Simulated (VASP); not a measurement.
# Si2W (I4/mmm) in VASP: further runs, part 2 of 2

VASP 6.6.1. The steps go on from the part before.

**4. Electric field gradients, LDA (13.01 Å³/atom)**

This run uses another cell than the first one, of 13.01 Å³/atom.

INCAR reads:

```
SYSTEM = Si2W
ALGO     = Normal         ! electronic algorithm
EDIFF    = 1E-8           ! SCF threshold, eV
ENCUT    = 400            ! plane-wave cutoff, eV
GGA      = CA             ! functional
GGA_COMPAT= .False.      
ISIF     = 2              ! what is computed and relaxed
ISMEAR   = -1             ! smearing method
ISYM     = 0            
LASPH    = .True.         ! aspherical terms in the spheres
LCHARG   = .False.        ! write CHGCAR
LEFG     = .True.       
LREAL    = .False.        ! projectors in reciprocal space
LWAVE    = .False.        ! write WAVECAR
NBANDS   = 18             ! bands
NELM     = 120            ! most SCF steps
PREC     = Accurate       ! precision mode
SIGMA    = 0.05           ! smearing width, eV
```

KPOINTS reads:

```
k-points
0
Gamma
  11 11 14
  0 0 0
```

POSCAR reads:

```
Si2W
1.0
   -1.5842946366      1.5842946366      3.8867502291
    1.5842946366     -1.5842946366      3.8867502291
    1.5842946366      1.5842946366     -3.8867502291
Si W
2 1
Direct
    0.3330000000      0.3330000000      0.0000000000
    0.6670000000      0.6670000000      0.0000000000
    0.0000000000      0.0000000000      0.0000000000
```

Potentials or basis: VASP PAW LDA potentials, release 64 (Si, W_sv).

Started as:

```console
cat potpaw_LDA.64/Si/POTCAR potpaw_LDA.64/W_sv/POTCAR > POTCAR
mpirun -np 1 vasp_std > vasp.out
```

OUTCAR:

```text
SYSTEM = Si2W
   EDIFF = 1E-8
   ENCUT = 400
   GGA = CA
   ISIF = 2
   ISMEAR = -1
   ISYM = 0
   LASPH = .True.
   LREAL = .False.
   NELM = 120
   PREC = Accurate

 ion  position               nearest neighbor table
   1  0.333  0.333  0.000-   2 2.59   2 2.59   2 2.59   2 2.59   3 2.59   3 2.59   3 2.59   3 2.59
                             3 2.59   2 2.60
   2  0.667  0.667  0.000-   1 2.59   1 2.59   1 2.59   1 2.59   3 2.59   3 2.59   3 2.59   3 2.59
                             3 2.59   1 2.60
   3  0.000  0.000  0.000-   1 2.59   2 2.59   2 2.59   1 2.59   2 2.59   2 2.59   2 2.59   1 2.59
                             1 2.59   1 2.59

IMPORTANT INFORMATION: All symmetrisations will be switched off!
NOSYMM: (Re-)initialisation of all symmetry stuff for point group C_1.

----------------------------------------------------------------------------------------

                                     Primitive cell

  volume of cell :      39.0228

  direct lattice vectors                    reciprocal lattice vectors
    -1.584294637  1.584294637  3.886750229     0.000000000  0.315597862  0.128642174
     1.584294637 -1.584294637  3.886750229     0.315597862  0.000000000  0.128642174
     1.584294637  1.584294637 -3.886750229     0.315597862  0.315597862  0.000000000

  length of vectors
     4.486290933  4.486290933  4.486290933     0.340809066  0.340809066  0.446322777

  position of ions in fractional coordinates (direct lattice)
     0.333000000  0.333000000  0.000000000
     0.667000000  0.667000000  0.000000000
     0.000000000  0.000000000  0.000000000

  ion indices of the primitive-cell ions
   primitive index   ion index
                 1           1
                 2           2
                 3           3

----------------------------------------------------------------------------------------

 KPOINTS: k-points

Automatic generation of k-mesh.
 Grid dimensions read from file:
 generate k-points for:   11   11   14

 Generating k-lattice:

  Cartesian coordinates                     Fractional coordinates (reciprocal lattice)
     0.000000000  0.028690715  0.011694743     0.090909091 -0.000000000  0.000000000
     0.028690715  0.000000000  0.011694743    -0.000000000  0.090909091  0.000000000
     0.022542704  0.022542704  0.000000000     0.000000000  0.000000000  0.071428571

  Length of vectors
     0.030982642  0.030982642  0.031880198

  Shift w.r.t. Gamma in fractional coordinates (k-lattice)
     0.000000000  0.000000000  0.000000000

 -----------------------------------------------------------------------------
|                                                                             |
|           W    W    AA    RRRRR   N    N  II  N    N   GGGG   !!!           |
|           W    W   A  A   R    R  NN   N  II  NN   N  G    G  !!!           |
|           W    W  A    A  R    R  N N  N  II  N N  N  G       !!!           |
|           W WW W  AAAAAA  RRRRR   N  N N  II  N  N N  G  GGG   !            |
|           WW  WW  A    A  R   R   N   NN  II  N   NN  G    G                |
|           W    W  A    A  R    R  N    N  II  N    N   GGGG   !!!           |
|                                                                             |
[... 78 lines left out ...]
   ISMEAR =    -1;   SIGMA  =   0.05  broadening in eV -4-tet -1-fermi 0-gaus
   EFERMI_NEDOS =   21; number of points for ismear=-14 and -15
   IALGO  =     38    algorithm
   IMIX   =      4    mixing-type and parameters
     AMIX     =   0.40;   BMIX     =  1.00
     AMIX_MAG =   1.60;   BMIX_MAG =  1.00
  volume/ion in A,a.u.               =      13.01        87.78
  Fermi-wavevector in a.u.,A,eV,Ry     =   1.352414  2.555691 24.885365  1.829023
  Thomas-Fermi vector in A             =   2.479754
   LORBIT       =      0    0 simple, 1 ext, 2 COOP (PROOUT), +10 PAW based schemes
   GGA     = CA    functional components
   LHFCALC =     F    Hartree Fock is set to
   AEXX    =    0.0000 exact exchange contribution
   IVDW    =     0    specifies the selected vdW correction
   LEPSILON=     F    determine dielectric tensor
   LRPA    =     F    only Hartree local field effects (RPA)
 non-spin polarized calculation
  energy-cutoff  :      400.00
  volume of cell :       39.02
 maximum number of plane-waves:       761
 NGX is ok and might be reduce to    30
   NGX = 15   NGY = 15   NGZ = 15

 number of electron      22.0000002 magnetization

 Free energy of the ion-electron system (eV)
  ---------------------------------------------------
  ext. energy  EPLUGINS =         0.00000000
  ---------------------------------------------------
  free energy    TOTEN  =       -27.34710711 eV

  energy without entropy =      -27.34517978  energy(sigma->0) =      -27.34614344

 E-fermi :  12.4410     XC(G=0): -12.8179

 val. band max:       12.4293307250   @ k =  -0.1818  -0.2727   0.2857
 cond. band min:      12.4423962611   @ k =   0.4545  -0.3636   0.3571
 fundamental gap:      0.0130655361
 Fermi energy:        12.4409655912

 k-point     1 :       0.0000    0.0000    0.0000
  band No.  band energies     occupation
      1     -60.9185      2.00000
      2     -25.4922      2.00000
      3     -25.4205      2.00000
      4     -25.4205      2.00000
      5      -1.8977      2.00000
      6       5.3904      2.00000
[... 481 lines left out ...]
      5       1.7882      2.00000
      6       3.5319      2.00000
[... 10 lines left out ...]
     17      19.7978      0.00000
     18      21.1428      0.00000

 [... further k-points ...]

------------------------ aborting loop because EDIFF is reached ----------------------------------------

  FORCE on cell =-STRESS in cart. coord.  units (eV):
  Direction    XX          YY          ZZ          XY          YZ          ZX
  --------------------------------------------------------------------------------------
  -------------------------------------------------------------------------------------
  Total        0.8949545      0.8949544      0.4008538      0.0106051      0.0003592      0.0003592
  in kB       36.7445583     36.7445537     16.4580378      0.4354184      0.0147476      0.0147473
  external PRESSURE =      29.9823833 kB  Pullay stress =       0.0000000 kB

 VOLUME and BASIS-vectors are now :
 -----------------------------------------------------------------------------
  energy-cutoff  :      400.00
  volume of cell :       39.02
      direct lattice vectors                 reciprocal lattice vectors
    -1.584294637  1.584294637  3.886750229     0.000000000  0.315597862  0.128642174
     1.584294637 -1.584294637  3.886750229     0.315597862  0.000000000  0.128642174
     1.584294637  1.584294637 -3.886750229     0.315597862  0.315597862  0.000000000

 POSITION                                       TOTAL-FORCE (eV/Angst)
 -----------------------------------------------------------------------------------
      0.00000      0.00000      2.58858        -0.000465     -0.000465      0.231889
      0.00000      0.00000      5.18492         0.000465      0.000465     -0.231889
      0.00000      0.00000      0.00000         0.000000     -0.000000      0.000000
 -----------------------------------------------------------------------------------
    total drift:                               -0.000000     -0.000000      0.000000

  FREE ENERGIE OF THE ION-ELECTRON SYSTEM (eV)
  ---------------------------------------------------
  free  energy   TOTEN  =       -27.3471071090 eV

  energy  without entropy=      -27.3451797751  energy(sigma->0) =      -27.34614344

 Electric field gradients (V/A^2)
---------------------------------------------------------------------
 ion       V_xx      V_yy      V_zz      V_xy      V_xz      V_yz
---------------------------------------------------------------------
   1       5.160     5.160   -10.320     0.049    -0.004    -0.004
   2       5.160     5.160   -10.320     0.049    -0.004    -0.004
   3      69.753    69.753  -139.507     0.030     0.057     0.057
---------------------------------------------------------------------

 Electric field gradients after diagonalization (V/A^2)
 (convention: |V_zz| > |V_xx| > |V_yy|)
----------------------------------------------------------------------
 ion       V_xx      V_yy      V_zz     asymmetry (V_yy - V_xx)/ V_zz
----------------------------------------------------------------------
   1       5.209     5.111   -10.320       0.010
   2       5.209     5.111   -10.320       0.010
   3      69.783    69.723  -139.507       0.000
----------------------------------------------------------------------

           NMR quadrupolar parameters

 Cq : quadrupolar parameter    Cq=e*Q*V_zz/h
 eta: asymmetry parameters     (V_yy - V_xx)/ V_zz
 Q  : nuclear electric quadrupole moment in mb (millibarn)
----------------------------------------------------------------------
 ion       Cq(MHz)       eta       Q (mb)
----------------------------------------------------------------------
   1      -0.025       0.010       1.000
   2      -0.025       0.010       1.000
   3      -0.337       0.000       1.000
----------------------------------------------------------------------
```

Run time: 14 min. Hardware: 1 thread of Intel Xeon 8259CL, shared host; peak memory 0.48 GiB.

Results:

```yaml
Free_energy: -27.3471 eV
Pressure: 3.0 GPa
Largest_force: 0.232 eV/Å
Band_gap_on_the_k_mesh: zero (bands 11 and 12 overlap by 1.32 eV)
Largest_electric_field_gradient_by_atom: Si -10.3; W -139.5 V/Å²
```

Forces in eV/Å, atoms in the order of the input:
```
Si   0.000  0.000  0.232
Si   0.000  0.000 -0.232
W    0.000  0.000  0.000
```

Levels at points of the mesh, in eV from the Fermi level:
```tsv
k point	band 9	band 10	band 11	band 12	band 13	band 14
(0.00, 0.00, 0.00)	-2.96	-2.96	0.68	2.80	2.92	3.33
(0.00, 0.00, 0.50)	-5.18	-3.45	-1.61	2.79	3.09	3.26
```

Electric field gradients, principal values (V/Å²):
| atom | least | middle | greatest (by size) |
| --- | --- | --- | --- |
| 1 Si | 5.111 | 5.209 | -10.320 |
| 2 Si | 5.111 | 5.209 | -10.320 |
| 3 W | 69.723 | 69.783 | -139.507 |

Caveat: without QUAD_EFG the Cq values of the log hold for a quadrupole moment of 1 mb, not for the nuclei; spin-orbit coupling is left out, which moves the levels of the heavy elements.
